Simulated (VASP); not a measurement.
# Si63S (a cell with a defect) in VASP: notebook, part 2 of 4

VASP 6.6.1. Earlier steps stand in the parts before.

## Step 3: Single point, HSE06

POSCAR reads:

```
Si63S
1.0
   10.8655790000      0.0000000000      0.0000000000
    0.0000000000     10.8655790000      0.0000000000
    0.0000000000      0.0000000000     10.8655790000
Si S
63 1
Direct
    0.9996410000      0.9994370000      0.9996800000
    0.0001190000      0.9997950000      0.4995250000
    0.0001210000      0.4992440000      0.0000780000
    0.0000360000      0.4996310000      0.4998870000
    0.4995160000      0.9997910000      0.0000810000
    0.4998450000      0.9998020000      0.4998820000
    0.4998460000      0.4996320000      0.0000540000
    0.1245720000      0.1242120000      0.1244890000
    0.1256470000      0.1253830000      0.6260660000
    0.1256730000      0.6257540000      0.1256960000
    0.1238250000      0.6249180000      0.6251890000
    0.6260770000      0.1253310000      0.1256280000
    0.6252190000      0.1235180000      0.6251570000
    0.6252260000      0.6248960000      0.1237800000
    0.6287020000      0.6285000000      0.6287750000
    0.2490020000      0.2486800000      0.9989980000
    0.2492290000      0.2489640000      0.4958630000
    0.2495840000      0.7497730000      0.9998210000
    0.2499010000      0.7497420000      0.5027920000
    0.7500520000      0.2493280000      0.9997830000
    0.7501260000      0.2495270000      0.5027760000
    0.7503790000      0.7500570000      0.0000940000
    0.7504850000      0.7502310000      0.4971500000
    0.3743860000      0.3741830000      0.1227600000
    0.3713020000      0.3710860000      0.6275680000
    0.3742770000      0.8739330000      0.1253740000
    0.3751660000      0.8761870000      0.6250770000
    0.8742830000      0.3739680000      0.1253000000
    0.8763880000      0.3749900000      0.6250510000
    0.8753430000      0.8750980000      0.1250510000
    0.8752170000      0.8749560000      0.6263010000
    0.2489540000      0.9986980000      0.2489840000
    0.2495590000      0.9995220000      0.7501050000
    0.2492380000      0.4955700000      0.2493250000
    0.2498240000      0.5025010000      0.7500690000
    0.7500330000      0.9994940000      0.2496480000
    0.7503210000      0.9998190000      0.7503490000
    0.7500950000      0.5024890000      0.2498110000
    0.7504520000      0.4968530000      0.7505380000
    0.3743950000      0.1224890000      0.3744120000
    0.3743010000      0.1250790000      0.8741960000
    0.3714430000      0.6271950000      0.3714510000
    0.3751820000      0.6248000000      0.8764140000
    0.8743040000      0.1250310000      0.3742230000
    0.8753410000      0.1247850000      0.8753210000
    0.8763980000      0.6247830000      0.3752180000
    0.8752500000      0.6260180000      0.8751960000
    0.9990640000      0.2486670000      0.2489130000
    0.9997650000      0.2493510000      0.7500190000
    0.9997810000      0.7497710000      0.2495920000
    0.0001180000      0.7500710000      0.7503140000
    0.4958100000      0.2489130000      0.2491570000
    0.5028270000      0.2495930000      0.7499760000
    0.5028180000      0.7497090000      0.2498630000
    0.4970990000      0.7502700000      0.7505080000
    0.1227150000      0.3741220000      0.3744440000
    0.1253350000      0.3739530000      0.8742340000
    0.1253500000      0.8739070000      0.3742860000
    0.1249960000      0.8750730000      0.8753960000
    0.6277450000      0.3708030000      0.3710880000
    0.6250140000      0.3749220000      0.8764440000
    0.6250150000      0.8761260000      0.3752390000
    0.6262980000      0.8749250000      0.8752380000
    0.5009860000      0.5008950000      0.5011480000
```

INCAR.step1 reads:

```
SYSTEM = Si63S
  PREC = Accurate
  ENCUT = 400
  EDIFF = 1E-5
  ISMEAR = -1
  SIGMA = 0.05
  LREAL = Auto
  LASPH = .TRUE.
  NELM = 120
  ALGO = Normal
  ISIF = 2
  LWAVE = .TRUE.
  GGA = PE
  NELECT = 256.0
  ISYM = -1
  NBANDS = 167
  GGA_COMPAT = .FALSE.
```

INCAR.step2 reads:

```
SYSTEM = Si63S
  PREC = Accurate
  ENCUT = 400
  EDIFF = 1E-6
  ISMEAR = -1
  SIGMA = 0.05
  LREAL = Auto
  LASPH = .TRUE.
  NELM = 120
  ALGO = Normal
  ISIF = 2
  LWAVE = .FALSE.
  LCHARG = .TRUE.
  GGA = PE
  LHFCALC = .TRUE.
  HFSCREEN = 0.2079
  PRECFOCK = Fast
  LELF = .TRUE.
  LVHAR = .TRUE.
  ISTART = 1
  NELECT = 256.0
  ISYM = -1
  NBANDS = 167
  GGA_COMPAT = .FALSE.
```

KPOINTS reads:

```
explicit points
1
Reciprocal
  0.25000000   0.25000000   0.25000000 1
```

Potentials or basis: VASP PAW PBE potentials, release 64 (Si, S).

The run is started by

```sh
$ cat potpaw_PBE.64/Si/POTCAR potpaw_PBE.64/S/POTCAR > POTCAR
$ cp INCAR.step1 INCAR
$ mpirun -np 1 vasp_std > vasp.out
$ cp INCAR.step2 INCAR
$ mpirun -np 1 vasp_std > vasp.out
```

OUTCAR:

```text
SYSTEM = Si63S
   PREC = Accurate
   ENCUT = 400
   EDIFF = 1E-6
   ISMEAR = -1
   LREAL = Auto
   LASPH = .TRUE.
   NELM = 120
   ISIF = 2
   GGA = PE
   LHFCALC = .TRUE.
   HFSCREEN = 0.2079
   PRECFOCK = Fast
   ISTART = 1
   NELECT = 256.0
   ISYM = -1

 ion  position               nearest neighbor table
   1  1.000  0.999  1.000-  59 2.35  45 2.35  30 2.35   8 2.35
   2  0.000  1.000  0.500-  44 2.36  58 2.36  31 2.36   9 2.37
   3  0.000  0.499  0.000-  28 2.36  57 2.36  47 2.36  10 2.37
   4  0.000  0.500  0.500-  29 2.34  46 2.34  56 2.34  11 2.35
   5  0.500  1.000  0.000-  41 2.36  26 2.36  63 2.36  12 2.37
   6  0.500  1.000  0.500-  62 2.34  27 2.34  40 2.34  13 2.35
[... 56 lines left out ...]
  63  0.626  0.875  0.875-  22 2.34  37 2.34   5 2.36  55 2.38
  64  0.501  0.501  0.501-  15 2.40  42 2.42  25 2.42  60 2.43

IMPORTANT INFORMATION: All symmetrisations will be switched off!
NOSYMM: (Re-)initialisation of all symmetry stuff for point group C_1.
[... 234 lines left out ...]

 val. band max:        5.0796457054   @ k =   0.2500   0.2500   0.2500
 cond. band min:       6.5000611832   @ k =   0.2500   0.2500   0.2500
 fundamental gap:      1.4204154778
 Fermi energy:         5.8070956835

 k-point     1 :       0.2500    0.2500    0.2500
  band No.  band energies     occupation
      1     -11.1985      2.00000
      2      -7.4838      2.00000
      3      -6.9810      2.00000
      4      -6.9808      2.00000
      5      -6.7947      2.00000
      6      -6.4107      2.00000
[... 132 lines left out ...]
    139       7.9260      0.00000
    140       8.0874      0.00000
 [bands above 140 left out]

------------------------ aborting loop because EDIFF is reached ----------------------------------------

  FORCE on cell =-STRESS in cart. coord.  units (eV):
  Direction    XX          YY          ZZ          XY          YZ          ZX
  --------------------------------------------------------------------------------------
  -------------------------------------------------------------------------------------
  Total      -20.9954648    -20.9962292    -20.9961681     -8.0847940     -8.0754357     -8.0881855
  in kB      -26.2227029    -26.2236576    -26.2235813    -10.0976640    -10.0859759    -10.1018999
  external PRESSURE =     -26.2233139 kB  Pullay stress =       0.0000000 kB

 VOLUME and BASIS-vectors are now :
 -----------------------------------------------------------------------------
  energy-cutoff  :      400.00
  volume of cell :     1282.80
      direct lattice vectors                 reciprocal lattice vectors
    10.865579000  0.000000000  0.000000000     0.092033752  0.000000000  0.000000000
     0.000000000 10.865579000  0.000000000     0.000000000  0.092033752  0.000000000
     0.000000000  0.000000000 10.865579000     0.000000000  0.000000000  0.092033752

 POSITION                                       TOTAL-FORCE (eV/Angst)
 -----------------------------------------------------------------------------------
     10.86168     10.85946     10.86210         0.000896     -0.001995     -0.000300
      0.00129     10.86335      5.42763        -0.001567     -0.001227     -0.002405
      0.00131      5.42458      0.00085        -0.000558     -0.002307     -0.001023
      0.00039      5.42878      5.43156        -0.000567     -0.002480     -0.002194
      5.42753     10.86331      0.00088        -0.002970     -0.000704     -0.000697
      5.43111     10.86343      5.43151        -0.000912     -0.002606     -0.001472
[... 56 lines left out ...]
      6.80509      9.50657      9.50997        -0.000696      0.000182     -0.001494
      5.44350      5.44251      5.44526         0.016187     -0.009214     -0.003738
 -----------------------------------------------------------------------------------
    total drift:                               -0.003045     -0.006276     -0.004288

  FREE ENERGIE OF THE ION-ELECTRON SYSTEM (eV)
  ---------------------------------------------------
  free  energy   TOTEN  =      -412.2053720019 eV

  energy  without entropy=     -412.2053690903  energy(sigma->0) =     -412.20537055
```

It took 17 min on 1 thread of Intel Xeon 6975P-C (Granite Rapids), shared host; peak memory 1 GiB.

Results:

```
Free energy   : -412.2054 eV
Largest force : 0.019 eV/Å
```

Forces in eV/Å, atoms in the order of the input:
```
Si   0.001 -0.002  0.000
Si  -0.002 -0.001 -0.002
Si  -0.001 -0.002 -0.001
Si  -0.001 -0.002 -0.002
Si  -0.003 -0.001 -0.001
Si  -0.001 -0.003 -0.001
Si  -0.001 -0.003 -0.002
Si   0.000  0.002  0.002
Si  -0.002 -0.002 -0.004
Si  -0.002 -0.004 -0.002
Si   0.004  0.000 -0.001
Si  -0.005 -0.001 -0.002
Si  -0.001  0.005  0.000
Si  -0.001  0.000  0.005
Si   0.009  0.009  0.010
Si   0.000  0.000  0.004
Si  -0.004 -0.004 -0.001
Si   0.000  0.001 -0.001
Si   0.000 -0.001  0.004
Si   0.000 -0.001 -0.001
Si  -0.001  0.000  0.004
Si  -0.002 -0.001  0.000
Si   0.001  0.001 -0.007
Si   0.002  0.002  0.005
Si  -0.005 -0.006  0.000
Si   0.003  0.000  0.001
Si   0.000 -0.002  0.001
Si   0.001  0.002  0.002
Si  -0.001 -0.002  0.002
Si   0.001  0.000 -0.003
Si  -0.001 -0.001 -0.001
Si   0.001  0.005  0.000
Si   0.000 -0.001 -0.001
Si  -0.002  0.000 -0.004
Si   0.001  0.004 -0.002
Si   0.000 -0.002 -0.002
Si   0.000  0.000 -0.001
Si  -0.001  0.004 -0.001
Si   0.002 -0.005  0.000
Si   0.002  0.005  0.002
Si   0.003  0.001  0.002
Si  -0.011  0.004 -0.011
Si  -0.001  0.002 -0.001
Si   0.001  0.003  0.003
Si   0.001 -0.003  0.002
Si  -0.001  0.003 -0.002
Si  -0.002 -0.001  0.000
Si   0.003  0.000  0.001
Si  -0.001 -0.001  0.001
Si  -0.002  0.000  0.001
Si  -0.001 -0.001  0.000
Si  -0.001 -0.006 -0.005
Si   0.002  0.000  0.001
Si   0.003 -0.002  0.002
Si  -0.007  0.001  0.002
Si   0.006  0.004  0.002
Si   0.002  0.003  0.002
Si   0.002  0.001  0.002
Si  -0.002  0.001  0.001
Si  -0.010  0.005  0.007
Si   0.001  0.001 -0.001
Si   0.002  0.000 -0.001
Si  -0.001  0.000 -0.001
S    0.016 -0.009 -0.004
```

Caveat: the cell carries a net charge on a neutralising background, which shifts energy and pressure; the cell is charged against a uniform background, so pressure and absolute levels hang on convention; the PAW data sets were made with another functional, which shifts forces and pressure a little.

(Part 2 of 4 ends here.)
